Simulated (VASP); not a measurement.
A run of VASP 6.6.1 is set up as follows.

INCAR

```
PREC     = Accurate       # precision mode
ENCUT    = 600            # plane-wave cutoff, eV
EDIFF    = 1E-8           # SCF threshold, eV
ISMEAR   = 0              # smearing method
SIGMA    = 0.01           # smearing width, eV
LREAL    = F              # projectors in reciprocal space
LASPH    = T              # aspherical terms in the spheres
NELM     = 60             # most SCF steps
ALGO     = Normal         # electronic algorithm
ISIF     = 3              # what is computed and relaxed
LWAVE    = F              # write WAVECAR
LCHARG   = F              # write CHGCAR
GGA      = PS             # functional
NBANDS   = 16             # bands
IBRION   = 6              # ionic algorithm
NFREE    = 2            
POTIM    = 0.015          # step
NSW      = 1              # ionic steps
```

KPOINTS

```
Automatic mesh
0
Gamma
  12 12 12
```

File POSCAR:

```
GaAs
1.0
    0.0000000000      2.8295586995      2.8295586995
    2.8295586995      0.0000000000      2.8295586995
    2.8295586995      2.8295586995      0.0000000000
Ga As
1 1
Direct
    0.0000000000      0.0000000000      0.0000000000
    0.2500000000      0.2500000000      0.2500000000
```

Potentials or basis: VASP PAW PBE potentials, release 64 (Ga_d, As).

Launch:

```bash
$ cat potpaw_PBE.64/Ga_d/POTCAR potpaw_PBE.64/As/POTCAR > POTCAR
$ mpirun -np 1 vasp_std > vasp.out
```

Task: What does it give for the elastic constants C11, C12, C44?

Result: 110, 50, 55 GPa.

Task: Estimate the Voigt bulk modulus.

Result: 70 GPa.

Task: Estimate the highest phonon frequency at Γ, LO-TO splitting left out.

Result: 263 cm⁻¹.

Elastic tensor in Voigt notation (GPa, in the Cartesian axes of the cell as first typed):
```
110  50  50   0   0   0
 50 110  50   0   0   0
 50  50 110   0   0   0
  0   0   0  55   0   0
  0   0   0   0  55   0
  0   0   0   0   0  55
```

Caveat: the PAW data sets were made with another functional, which shifts forces and pressure a little.
